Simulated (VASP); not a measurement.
# MnO (Fm-3m) in VASP: single point with PBEsol

Aim: the single point of MnO with PBEsol.

All numbers are computed with VASP 6.6.1; they aren't measurements. Logs are shortened: lines on timing, memory, paths and dates and some standing lists are left out, and cuts for length are marked.

### 1 The cell of the first run

It takes space group Fm-3m (No. 225, cubic). Conventional cell: a = 4.444 Å, b = 4.444 Å, c = 4.444 Å, α = 90.00°, β = 90.00°, γ = 90.00°. Within 2.9 Å of Mn (site symmetry m-3m) lie 6 O at 2.22 Å. O (site symmetry m-3m) has 6 Mn at 2.22 Å within 2.9 Å.

### 2 Single point, PBEsol, collinear spin, ferromagnetic start

INCAR reads:

```
ALGO = Normal
EDIFF = 1E-6
ENCUT = 1340
GGA = PS
GGA_COMPAT = F
ISIF = 2
ISMEAR = -1
ISPIN = 2
LASPH = T
LCHARG = F
LMAXMIX = 4
LORBIT = 11
LREAL = F
LWAVE = F
MAGMOM = 5 0
NBANDS = 22
NELM = 200
NUPDOWN = 5.0
PREC = Accurate
SIGMA = 0.03
```

KPOINTS reads:

```
k-points
0
Gamma
  7 7 7
```

POSCAR reads:

```
MnO
1.0
    0.0000000000      2.2220000000      2.2220000000
    2.2220000000      0.0000000000      2.2220000000
    2.2220000000      2.2220000000      0.0000000000
Mn O
1 1
Direct
    0.0000000000      0.0000000000      0.0000000000
    0.5000000000      0.5000000000      0.5000000000
```

Potentials or basis: VASP PAW PBE potentials, release 64 (Mn_sv, O_h).

Command:

```console
cat potpaw_PBE.64/Mn_sv/POTCAR potpaw_PBE.64/O_h/POTCAR > POTCAR
mpirun -np 1 vasp_std > vasp.out
```

OUTCAR:

```text
EDIFF = 1E-6
   ENCUT = 1340
   GGA = PS
   ISIF = 2
   ISMEAR = -1
   ISPIN = 2
   LASPH = T
   LORBIT = 11
   LREAL = F
   NELM = 200
   NUPDOWN = 5.0
   PREC = Accurate

 ion  position               nearest neighbor table
   1  0.000  0.000  0.000-
   2  0.500  0.500  0.500-

  LATTYP: Found a face centered cubic cell.
 ALAT       =     4.4440000000

  Lattice vectors:

 A1 = (   0.0000000000,   2.2220000000,   2.2220000000)
 A2 = (   2.2220000000,   0.0000000000,   2.2220000000)
 A3 = (   2.2220000000,   2.2220000000,   0.0000000000)

Analysis of symmetry for initial positions (statically):
=====================================================================
 Subroutine PRICEL returns:
 Original cell was already a primitive cell.

 Routine SETGRP: Setting up the symmetry group for a
 face centered cubic supercell.

 Subroutine GETGRP returns: Found 48 space group operations
 (whereof 48 operations were pure point group operations)
 out of a pool of 48 trial point group operations.

The static configuration has the point symmetry O_h .

Analysis of symmetry for dynamics (positions and initial velocities):
=====================================================================
 Subroutine PRICEL returns:
 Original cell was already a primitive cell.

 Routine SETGRP: Setting up the symmetry group for a
 face centered cubic supercell.

 Subroutine GETGRP returns: Found 48 space group operations
 (whereof 48 operations were pure point group operations)
 out of a pool of 48 trial point group operations.

The dynamic configuration has the point symmetry O_h .

Analysis of structural, dynamic, and magnetic symmetry:
=====================================================================
 Subroutine PRICEL returns:
 Original cell was already a primitive cell.

 Routine SETGRP: Setting up the symmetry group for a
 face centered cubic supercell.

 Subroutine GETGRP returns: Found 48 space group operations
 (whereof 48 operations were pure point group operations)
 out of a pool of 48 trial point group operations.

The overall configuration has the point symmetry O_h .

 Subroutine INISYM returns: Found 48 space group operations
 (whereof 48 operations are pure point group operations),
 and found     1 'primitive' translations

----------------------------------------------------------------------------------------

                                     Primitive cell

  volume of cell :      21.9413

  direct lattice vectors                    reciprocal lattice vectors
     0.000000000  2.222000000  2.222000000    -0.225022502  0.225022502  0.225022502
     2.222000000  0.000000000  2.222000000     0.225022502 -0.225022502  0.225022502
     2.222000000  2.222000000  0.000000000     0.225022502  0.225022502 -0.225022502

  length of vectors
     3.142382536  3.142382536  3.142382536     0.389750407  0.389750407  0.389750407

  position of ions in fractional coordinates (direct lattice)
     0.000000000  0.000000000  0.000000000
     0.500000000  0.500000000  0.500000000

  ion indices of the primitive-cell ions
   primitive index   ion index
                 1           1
                 2           2

----------------------------------------------------------------------------------------

 KPOINTS: k-points

Automatic generation of k-mesh.
 Grid dimensions read from file:
 generate k-points for:    7    7    7

 Generating k-lattice:

  Cartesian coordinates                     Fractional coordinates (reciprocal lattice)
    -0.032146072  0.032146072  0.032146072     0.142857143  0.000000000  0.000000000
     0.032146072 -0.032146072  0.032146072     0.000000000  0.142857143  0.000000000
     0.032146072  0.032146072 -0.032146072     0.000000000  0.000000000  0.142857143

  Length of vectors
     0.055678630  0.055678630  0.055678630

  Shift w.r.t. Gamma in fractional coordinates (k-lattice)
     0.000000000  0.000000000  0.000000000

 Subroutine IBZKPT returns following result:
 ===========================================

 Found     20 irreducible k-points:

 Following reciprocal coordinates:
            Coordinates               Weight
  0.000000  0.000000  0.000000      1.000000
  0.142857  0.000000  0.000000      8.000000
  0.285714  0.000000  0.000000      8.000000
  0.428571  0.000000  0.000000      8.000000
  0.142857  0.142857  0.000000      6.000000
  0.285714  0.142857  0.000000     24.000000
[... 12 lines left out ...]
 -0.428571  0.428571  0.142857     24.000000
 -0.285714  0.428571  0.142857     24.000000
   k-points           NKPTS =     20   k-points in BZ     NKDIM =     20   number of bands    NBANDS=     22
   number of dos      NEDOS =    301   number of ions     NIONS =      2
   total plane-waves  NPLWV =  64000
   dimension x,y,z NGX =    40 NGY =   40 NGZ =   40
   dimension x,y,z NGXF=    80 NGYF=   80 NGZF=   80
   ions per type =               1   1
   NGX,Y,Z   is equivalent  to a cutoff of  21.16, 21.16, 21.16 a.u.
   NGXF,Y,Z  is equivalent  to a cutoff of  42.32, 42.32, 42.32 a.u.
 SYSTEM =  unknown system
   PREC   = accura    normal or accurate (medium, high low for compatibility)
   ISTART =      0    job   : 0-new  1-cont  2-samecut
   ICHARG =      2    charge: 1-file 2-atom 10-const
   ISPIN  =      2    spin polarized calculation?
   LNONCOLLINEAR =      F non collinear calculations
   LSORBIT =      F    spin-orbit coupling
   LASPH  =      T    aspherical Exc in radial PAW
   ENCUT  = 1340.0 eV  98.49 Ry    9.92 a.u.   9.38  9.38  9.38*2*pi/ulx,y,z
   NELM   =    200;   NELMIN=  2; NELMDL= -5     # of ELM steps
   EDIFF  = 0.1E-05   stopping-criterion for ELM
   LREAL  =      F    real-space projection
   EDIFFG = 0.1E-04   stopping-criterion for IOM
   NSW    =      0    number of steps for IOM
   IBRION =     -1    ionic relax: 0-MD 1-quasi-New 2-CG
   NFREE  =      0    steps in history (QN), initial steepest desc. (CG)
   ISIF   =      2    stress and relaxation
   ISYM   =      2    0-nonsym 1-usesym 2-fastsym
   POTIM  = 0.5000    time-step for ionic-motion
   TEBEG  =    0.0;   TEEND  =   0.0 temperature during run
   PSTRESS=    0.0 pullay stress
   NELECT =      21.0000    total number of electrons
   NUPDOWN=       5.0000    fix difference up-down
   EMIN   =  10.00;   EMAX   =-10.00  energy-range for DOS
   EFERMI =   0.00;   METHOD = LEGACY
   ISMEAR =    -1;   SIGMA  =   0.03  broadening in eV -4-tet -1-fermi 0-gaus
   EFERMI_NEDOS =   21; number of points for ismear=-14 and -15
   IALGO  =     38    algorithm
   IMIX   =      4    mixing-type and parameters
     AMIX     =   0.40;   BMIX     =  1.00
     AMIX_MAG =   1.60;   BMIX_MAG =  1.00
  volume/ion in A,a.u.               =      10.97        74.03
  Fermi-wavevector in a.u.,A,eV,Ry     =   1.613345  3.048780 35.414355  2.602882
  Thomas-Fermi vector in A             =   2.708429
   LORBIT       =     11    0 simple, 1 ext, 2 COOP (PROOUT), +10 PAW based schemes
   GGA     = PS    functional components
   LHFCALC =     F    Hartree Fock is set to
   AEXX    =    0.0000 exact exchange contribution
   IVDW    =     0    specifies the selected vdW correction
   LEPSILON=     F    determine dielectric tensor
   LRPA    =     F    only Hartree local field effects (RPA)
 spin polarized calculation
  energy-cutoff  :     1340.00
  volume of cell :       21.94
 maximum number of plane-waves:      2463
 NGX is ok and might be reduce to    40
   NGX = 19   NGY = 19   NGZ = 19

 number of electron      21.0000003 magnetization       5.0000001

 Free energy of the ion-electron system (eV)
  ---------------------------------------------------
  ext. energy  EPLUGINS =         0.00000000
  ---------------------------------------------------
  free energy    TOTEN  =       -17.24808899 eV

  energy without entropy =      -17.24764951  energy(sigma->0) =      -17.24786925

 E-fermi :   7.1341     XC(G=0): -12.1491

 val. band max:        9.6737234929   @ k =   0.4286   0.0000   0.0000
 cond. band min:       8.7941305195   @ k =   0.4286   0.4286   0.0000
 fundamental gap:     -0.8795929734
 Fermi energy:         9.7748875382

 spin component 1

 k-point     1 :       0.0000    0.0000    0.0000
  band No.  band energies     occupation
      1     -71.8032      1.00000
      2     -40.6654      1.00000
      3     -40.6654      1.00000
      4     -40.6654      1.00000
      5     -10.6837      1.00000
      6       5.7756      1.00000
[... 14 lines left out ...]
     21      28.9768      0.00000
     22      31.9837      0.00000
[... 451 lines left out ...]
 k-point    20 :      -0.2857    0.4286    0.1429
  band No.  band energies     occupation
      1     -71.7945      1.00000
      2     -40.7096      1.00000
      3     -40.7065      1.00000
      4     -40.6868      1.00000
      5      -9.6084      1.00000
      6       2.7630      1.00000
[... 14 lines left out ...]
     21      35.8060      0.00000
     22      36.2173      0.00000
 Fermi energy:         7.1341092578

 spin component 2

 k-point     1 :       0.0000    0.0000    0.0000
  band No.  band energies     occupation
      1     -66.9473      1.00000
      2     -35.8895      1.00000
      3     -35.8895      1.00000
      4     -35.8895      1.00000
      5     -10.1250      1.00000
      6       6.2821      1.00000
[... 14 lines left out ...]
     21      31.4041      0.00000
     22      33.5953      0.00000
[... 452 lines left out ...]
  band No.  band energies     occupation
      1     -66.9367      1.00000
      2     -35.9448      1.00000
      3     -35.9413      1.00000
      4     -35.9160      1.00000
      5      -9.0857      1.00000
      6       3.7311      1.00000
[... 14 lines left out ...]
     21      36.6977      0.00000
     22      37.5969      0.00000

------------------------ aborting loop because EDIFF is reached ----------------------------------------

  FORCE on cell =-STRESS in cart. coord.  units (eV):
  Direction    XX          YY          ZZ          XY          YZ          ZX
  --------------------------------------------------------------------------------------
  -------------------------------------------------------------------------------------
  Total       -0.2671519     -0.2671519     -0.2671519      0.0000000      0.0000000      0.0000000
  in kB      -19.5077285    -19.5077285    -19.5077285      0.0000000      0.0000000      0.0000000
  external PRESSURE =     -19.5077285 kB  Pullay stress =       0.0000000 kB

 VOLUME and BASIS-vectors are now :
 -----------------------------------------------------------------------------
  energy-cutoff  :     1340.00
  volume of cell :       21.94
      direct lattice vectors                 reciprocal lattice vectors
     0.000000000  2.222000000  2.222000000    -0.225022502  0.225022502  0.225022502
     2.222000000  0.000000000  2.222000000     0.225022502 -0.225022502  0.225022502
     2.222000000  2.222000000  0.000000000     0.225022502  0.225022502 -0.225022502

 POSITION                                       TOTAL-FORCE (eV/Angst)
 -----------------------------------------------------------------------------------
      0.00000      0.00000      0.00000         0.000000      0.000000      0.000000
      2.22200      2.22200      2.22200         0.000000      0.000000      0.000000
 -----------------------------------------------------------------------------------
    total drift:                                0.000000     -0.000000     -0.000000

  FREE ENERGIE OF THE ION-ELECTRON SYSTEM (eV)
  ---------------------------------------------------
  free  energy   TOTEN  =       -17.2480889931 eV

  energy  without entropy=      -17.2476495138  energy(sigma->0) =      -17.24786925

 total charge

# of ion       s       p       d       tot
------------------------------------------
    1        2.117   6.015   4.676  12.808
    2        1.038   2.285   0.000   3.322
--------------------------------------------------
tot          3.155   8.299   4.676  16.130

 magnetization (x)

# of ion       s       p       d       tot
------------------------------------------
    1        0.025   0.014   4.247   4.286
    2        0.030   0.163   0.000   0.193
--------------------------------------------------
tot          0.055   0.177   4.247   4.479
```

Wall time 80 s (1 thread of Intel Xeon Platinum 8488C (Sapphire Rapids), shared host); peak memory 0.31 GiB.

What came out:

```
Free energy                                           : -17.2481 eV
Pressure                                              : -2.0 GPa
Net moment                                            : 5.00 μB per cell
Site moments                                          : Mn +4.29; O +0.19 μB
Valence electrons inside the program's atomic spheres : Mn 12.81; O 3.32
```

Caveat: the PAW data sets were made with another functional, which shifts forces and pressure a little; the total moment is fixed, so each spin has its own Fermi level and the state may be an excited one; a cell with one magnetic atom can't hold antiferromagnetic order, which such compounds often take.
